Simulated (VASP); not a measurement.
# TaN (F-43m) in VASP: further runs

Runs on TaN. Level: PBEsol. Tasks: single point, relaxation of cell and atoms.

All numbers are computed with VASP 6.6.1; they aren't measurements. Logs are shortened: lines on timing, memory, paths and dates and some standing lists are left out, and cuts for length are marked.

**1. The cell of the first run**

It takes space group F-43m (No. 216, cubic). The conventional cell has a = 4.612 Å, b = 4.612 Å, c = 4.612 Å, α = 90.00°, β = 90.00°, γ = 90.00°. Within 2.6 Å of Ta (site symmetry -43m) lie 4 N at 2.00 Å. Within 2.6 Å of N (site symmetry -43m) lie 4 Ta at 2.00 Å.

**2. Single point, PBEsol**

INCAR reads:

```
ALGO = Normal
EDIFF = 1E-6
ENCUT = 600
GGA = PS
GGA_COMPAT = False
ISIF = 2
ISMEAR = -1
LASPH = True
LCHARG = False
LREAL = False
LWAVE = False
NBANDS = 15
NELM = 120
PREC = Accurate
SIGMA = 0.05
```

KPOINTS reads:

```
k-points
0
Gamma
  9 9 9
```

POSCAR reads:

```
TaN
1.0
    0.0000000000      2.3059884086      2.3059884086
    2.3059884086      0.0000000000      2.3059884086
    2.3059884086      2.3059884086      0.0000000000
Ta N
1 1
Direct
    0.0000000000      0.0000000000      0.0000000000
    0.2500000000      0.2500000000      0.2500000000
```

Potentials or basis: VASP PAW PBE potentials, release 64 (Ta_pv, N).

Launch:

```sh
cat potpaw_PBE.64/Ta_pv/POTCAR potpaw_PBE.64/N/POTCAR > POTCAR
mpirun -np 1 vasp_std > vasp.out
```

OUTCAR:

```text
EDIFF = 1E-6
   ENCUT = 600
   GGA = PS
   ISIF = 2
   ISMEAR = -1
   LASPH = True
   LREAL = False
   NELM = 120
   PREC = Accurate

 ion  position               nearest neighbor table
   1  0.000  0.000  0.000-   2 2.00   2 2.00   2 2.00   2 2.00
   2  0.250  0.250  0.250-   1 2.00   1 2.00   1 2.00   1 2.00

  LATTYP: Found a face centered cubic cell.
 ALAT       =     4.6119768172

  Lattice vectors:

 A1 = (   0.0000000000,   2.3059884086,   2.3059884086)
 A2 = (   2.3059884086,   0.0000000000,   2.3059884086)
 A3 = (   2.3059884086,   2.3059884086,   0.0000000000)

Analysis of symmetry for initial positions (statically):
=====================================================================
 Subroutine PRICEL returns:
 Original cell was already a primitive cell.

 Routine SETGRP: Setting up the symmetry group for a
 face centered cubic supercell.

 Subroutine GETGRP returns: Found 24 space group operations
 (whereof 24 operations were pure point group operations)
 out of a pool of 48 trial point group operations.

The static configuration has the point symmetry T_d .

Analysis of symmetry for dynamics (positions and initial velocities):
=====================================================================
 Subroutine PRICEL returns:
 Original cell was already a primitive cell.

 Routine SETGRP: Setting up the symmetry group for a
 face centered cubic supercell.

 Subroutine GETGRP returns: Found 24 space group operations
 (whereof 24 operations were pure point group operations)
 out of a pool of 48 trial point group operations.

The dynamic configuration has the point symmetry T_d .

 Subroutine INISYM returns: Found 24 space group operations
 (whereof 24 operations are pure point group operations),
 and found     1 'primitive' translations

----------------------------------------------------------------------------------------

                                     Primitive cell

  volume of cell :      24.5246

  direct lattice vectors                    reciprocal lattice vectors
     0.000000000  2.305988409  2.305988409    -0.216826762  0.216826762  0.216826762
     2.305988409  0.000000000  2.305988409     0.216826762 -0.216826762  0.216826762
     2.305988409  2.305988409  0.000000000     0.216826762  0.216826762 -0.216826762

  length of vectors
     3.261160082  3.261160082  3.261160082     0.375554968  0.375554968  0.375554968

  position of ions in fractional coordinates (direct lattice)
     0.000000000  0.000000000  0.000000000
     0.250000000  0.250000000  0.250000000

  ion indices of the primitive-cell ions
   primitive index   ion index
                 1           1
                 2           2

----------------------------------------------------------------------------------------

 KPOINTS: k-points

Automatic generation of k-mesh.
 Grid dimensions read from file:
 generate k-points for:    9    9    9

 Generating k-lattice:

  Cartesian coordinates                     Fractional coordinates (reciprocal lattice)
    -0.024091862  0.024091862  0.024091862     0.111111111  0.000000000  0.000000000
     0.024091862 -0.024091862  0.024091862     0.000000000  0.111111111  0.000000000
     0.024091862  0.024091862 -0.024091862     0.000000000  0.000000000  0.111111111

  Length of vectors
     0.041728330  0.041728330  0.041728330

  Shift w.r.t. Gamma in fractional coordinates (k-lattice)
     0.000000000  0.000000000  0.000000000

 Subroutine IBZKPT returns following result:
 ===========================================

 Found     35 irreducible k-points:

 Following reciprocal coordinates:
            Coordinates               Weight
  0.000000  0.000000  0.000000      1.000000
  0.111111  0.000000  0.000000      8.000000
  0.222222  0.000000  0.000000      8.000000
  0.333333  0.000000  0.000000      8.000000
  0.444444  0.000000  0.000000      8.000000
  0.111111  0.111111  0.000000      6.000000
[... 16 lines left out ...]
 -0.333333  0.333333  0.000000     12.000000
  0.444444  0.444444  0.000000      6.000000
 [... further k-points ...]
   k-points           NKPTS =     35   k-points in BZ     NKDIM =     35   number of bands    NBANDS=     15
   number of dos      NEDOS =    301   number of ions     NIONS =      2
   total plane-waves  NPLWV =  21952
   dimension x,y,z NGX =    28 NGY =   28 NGZ =   28
   dimension x,y,z NGXF=    56 NGYF=   56 NGZF=   56
   ions per type =               1   1
   NGX,Y,Z   is equivalent  to a cutoff of  14.27, 14.27, 14.27 a.u.
   NGXF,Y,Z  is equivalent  to a cutoff of  28.55, 28.55, 28.55 a.u.
 SYSTEM =  unknown system
   PREC   = accura    normal or accurate (medium, high low for compatibility)
   ISTART =      0    job   : 0-new  1-cont  2-samecut
   ICHARG =      2    charge: 1-file 2-atom 10-const
   ISPIN  =      1    spin polarized calculation?
   LNONCOLLINEAR =      F non collinear calculations
   LSORBIT =      F    spin-orbit coupling
   LASPH  =      T    aspherical Exc in radial PAW
   ENCUT  =  600.0 eV  44.10 Ry    6.64 a.u.   6.51  6.51  6.51*2*pi/ulx,y,z
   NELM   =    120;   NELMIN=  2; NELMDL= -5     # of ELM steps
   EDIFF  = 0.1E-05   stopping-criterion for ELM
   LREAL  =      F    real-space projection
   EDIFFG = 0.1E-04   stopping-criterion for IOM
   NSW    =      0    number of steps for IOM
   IBRION =     -1    ionic relax: 0-MD 1-quasi-New 2-CG
   NFREE  =      0    steps in history (QN), initial steepest desc. (CG)
   ISIF   =      2    stress and relaxation
   ISYM   =      2    0-nonsym 1-usesym 2-fastsym
   POTIM  = 0.5000    time-step for ionic-motion
   TEBEG  =    0.0;   TEEND  =   0.0 temperature during run
   PSTRESS=    0.0 pullay stress
   NELECT =      16.0000    total number of electrons
   NUPDOWN=      -1.0000    fix difference up-down
   EMIN   =  10.00;   EMAX   =-10.00  energy-range for DOS
   EFERMI =   0.00;   METHOD = LEGACY
   ISMEAR =    -1;   SIGMA  =   0.05  broadening in eV -4-tet -1-fermi 0-gaus
   EFERMI_NEDOS =   21; number of points for ismear=-14 and -15
   IALGO  =     38    algorithm
   IMIX   =      4    mixing-type and parameters
     AMIX     =   0.40;   BMIX     =  1.00
     AMIX_MAG =   1.60;   BMIX_MAG =  1.00
  volume/ion in A,a.u.               =      12.26        82.75
  Fermi-wavevector in a.u.,A,eV,Ry     =   1.419867  2.683160 27.429654  2.016023
  Thomas-Fermi vector in A             =   2.540843
   LORBIT       =      0    0 simple, 1 ext, 2 COOP (PROOUT), +10 PAW based schemes
   GGA     = PS    functional components
   LHFCALC =     F    Hartree Fock is set to
   AEXX    =    0.0000 exact exchange contribution
   IVDW    =     0    specifies the selected vdW correction
   LEPSILON=     F    determine dielectric tensor
   LRPA    =     F    only Hartree local field effects (RPA)
 non-spin polarized calculation
  energy-cutoff  :      600.00
  volume of cell :       24.52
 maximum number of plane-waves:       869
 NGX is ok and might be reduce to    28
   NGX = 13   NGY = 13   NGZ = 13

 number of electron      15.9999999 magnetization

 Free energy of the ion-electron system (eV)
  ---------------------------------------------------
  ext. energy  EPLUGINS =         0.00000000
  ---------------------------------------------------
  free energy    TOTEN  =       -22.61748758 eV

  energy without entropy =      -22.60608538  energy(sigma->0) =      -22.61178648

 E-fermi :   7.5453     XC(G=0): -12.5768

 val. band max:        7.5091717895   @ k =  -0.2222   0.3333   0.1111
 cond. band min:       7.5521362225   @ k =  -0.3333   0.2222   0.0000
 fundamental gap:      0.0429644330
 Fermi energy:         7.5453112988

 k-point     1 :       0.0000    0.0000    0.0000
  band No.  band energies     occupation
      1     -27.8418      2.00000
      2     -27.8418      2.00000
      3     -27.8418      2.00000
      4     -10.5203      2.00000
      5       0.0241      2.00000
      6       0.0241      2.00000
      7       0.0241      2.00000
      8       6.5756      2.00000
      9       8.0928      0.00004
     10       8.0928      0.00004
     11      13.8188      0.00000
     12      13.8188      0.00000
     13      13.8188      0.00000
     14      20.3658      0.00000
     15      21.6873      0.00000

 k-point     2 :       0.1111    0.0000    0.0000
  band No.  band energies     occupation
      1     -27.9197      2.00000
      2     -27.8519      2.00000
      3     -27.8519      2.00000
      4     -10.3283      2.00000
      5      -0.1887      2.00000
      6       0.1382      2.00000
      7       0.1382      2.00000
      8       7.2347      1.99600
      9       7.9011      0.00162
     10       7.9011      0.00162
     11      13.4755      0.00000
     12      14.1026      0.00000
     13      14.1026      0.00000
     14      19.5701      0.00000
     15      20.3743      0.00000

 k-point     3 :       0.2222    0.0000    0.0000
  band No.  band energies     occupation
      1     -28.1114      2.00000
      2     -27.8774      2.00000
      3     -27.8774      2.00000
      4      -9.8686      2.00000
      5      -0.4318      2.00000
      6       0.4016      2.00000
      7       0.4016      2.00000
      8       7.7019      0.08360
      9       7.7019      0.08360
     10       8.5096      0.00000
     11      12.9327      0.00000
     12      14.2602      0.00000
     13      14.2602      0.00000
     14      16.7652      0.00000
     15      20.3696      0.00000
[... 343 lines left out ...]
 k-point    23 :      -0.3333    0.3333    0.0000
  band No.  band energies     occupation
      1     -28.3409      2.00000
      2     -28.1977      2.00000
      3     -27.9882      2.00000
      4      -8.7028      2.00000
      5      -0.1872      2.00000
      6       1.3379      2.00000
      7       1.6848      2.00000
      8       5.1960      2.00000
      9       8.0566      0.00007
     10       9.0776      0.00000
     11      12.7503      0.00000
     12      13.0136      0.00000
     13      16.3909      0.00000
     14      17.6893      0.00000
     15      20.1435      0.00000

 k-point    24 :       0.4444    0.4444    0.0000
  band No.  band energies     occupation
      1     -28.4435      2.00000
      2     -28.0531      2.00000
      3     -28.0531      2.00000
      4      -8.6701      2.00000
      5      -1.4965      2.00000
      6       2.4581      2.00000
      7       2.4581      2.00000
      8       4.9534      2.00000
      9       8.9965      0.00000
     10      10.0258      0.00000
     11      11.2297      0.00000
     12      11.2297      0.00000
     13      17.1193      0.00000
     14      20.2474      0.00000
     15      20.5616      0.00000

 [... further k-points ...]

------------------------ aborting loop because EDIFF is reached ----------------------------------------

  FORCE on cell =-STRESS in cart. coord.  units (eV):
  Direction    XX          YY          ZZ          XY          YZ          ZX
  --------------------------------------------------------------------------------------
  -------------------------------------------------------------------------------------
  Total        3.2028051      3.2028051      3.2028051     -0.0000000     -0.0000000      0.0000000
  in kB      209.2376010    209.2376010    209.2376010     -0.0000000     -0.0000000      0.0000000
  external PRESSURE =     209.2376010 kB  Pullay stress =       0.0000000 kB

 VOLUME and BASIS-vectors are now :
 -----------------------------------------------------------------------------
  energy-cutoff  :      600.00
  volume of cell :       24.52
      direct lattice vectors                 reciprocal lattice vectors
     0.000000000  2.305988409  2.305988409    -0.216826762  0.216826762  0.216826762
     2.305988409  0.000000000  2.305988409     0.216826762 -0.216826762  0.216826762
     2.305988409  2.305988409  0.000000000     0.216826762  0.216826762 -0.216826762

 POSITION                                       TOTAL-FORCE (eV/Angst)
 -----------------------------------------------------------------------------------
      0.00000      0.00000      0.00000        -0.000000     -0.000000     -0.000000
      1.15299      1.15299      1.15299         0.000000      0.000000      0.000000
 -----------------------------------------------------------------------------------
    total drift:                                0.000000      0.000000      0.000000

  FREE ENERGIE OF THE ION-ELECTRON SYSTEM (eV)
  ---------------------------------------------------
  free  energy   TOTEN  =       -22.6174875785 eV

  energy  without entropy=      -22.6060853843  energy(sigma->0) =      -22.61178648
```

It took 31 s on 1 thread of Intel Xeon 8259CL, shared host; peak memory 0.16 GiB.

Results:

- Free energy: -22.6175 eV
- Pressure: 20.9 GPa
- Band gap on the k mesh: zero (bands 8 and 9 overlap by 0.69 eV)

Levels at points of the mesh, in eV from the Fermi level:
```csv
k point,band 6,band 7,band 8,band 9,band 10,band 11
"(0.00, 0.00, 0.00)",-7.52,-7.52,-0.97,0.55,0.55,6.27
```

Caveat: the cell stands under pressure; the PAW data sets were made with another functional, which shifts forces and pressure a little; spin-orbit coupling is left out, which moves the levels of the heavy elements.

**3. Single point, PBEsol**

This run uses another cell than the first one, of 13.10 Å³/atom.

INCAR reads:

```
SYSTEM = TaN
PREC = Accurate
ENCUT = 600
EDIFF = 1E-6
ISMEAR = -1
SIGMA = 0.05
LREAL = .False.
LASPH = .True.
NELM = 120
ALGO = Normal
ISIF = 2
LWAVE = .False.
LCHARG = .False.
GGA = PS
NBANDS = 15
GGA_COMPAT = .False.
```

KPOINTS reads:

```
Automatic mesh
0
Gamma
  9 9 9
  0 0 0
```

POSCAR reads:

```
TaN
1.0
    0.0000000000      2.3572201180      2.3572201180
    2.3572201180      0.0000000000      2.3572201180
    2.3572201180      2.3572201180      0.0000000000
Ta N
1 1
Direct
    0.0000000000      0.0000000000      0.0000000000
    0.2500000000      0.2500000000      0.2500000000
```

Potentials or basis: VASP PAW PBE potentials, release 64 (Ta_pv, N).

Launch:

```sh
cat potpaw_PBE.64/Ta_pv/POTCAR potpaw_PBE.64/N/POTCAR > POTCAR
mpirun -np 1 vasp_std > vasp.out
```

Run time: 29 s. Hardware: 1 thread of Intel Xeon 8259CL, shared host; peak memory 0.17 GiB.

It converged, with:

```
Free energy            : -22.7260 eV
Pressure               : 0.6 GPa
Band gap on the k mesh : zero (bands 8 and 9 overlap by 0.64 eV)
```

Levels at points of the mesh, in eV from the Fermi level:
| k point | band 4 | band 5 | band 6 | band 7 | band 8 | band 9 | band 10 | band 11 | band 12 | band 13 |
| --- | --- | --- | --- | --- | --- | --- | --- | --- | --- | --- |
| (0.00, 0.00, 0.00) | -17.61 | -7.07 | -7.07 | -7.07 | -1.06 | 0.50 | 0.50 | 5.89 | 5.89 | 5.89 |

Caveat: the PAW data sets were made with another functional, which shifts forces and pressure a little; spin-orbit coupling is left out, which moves the levels of the heavy elements.

(Part 1 of 2 ends here.)

The gap in the log of VASP goes by the Fermi energy; the results here count the filled bands.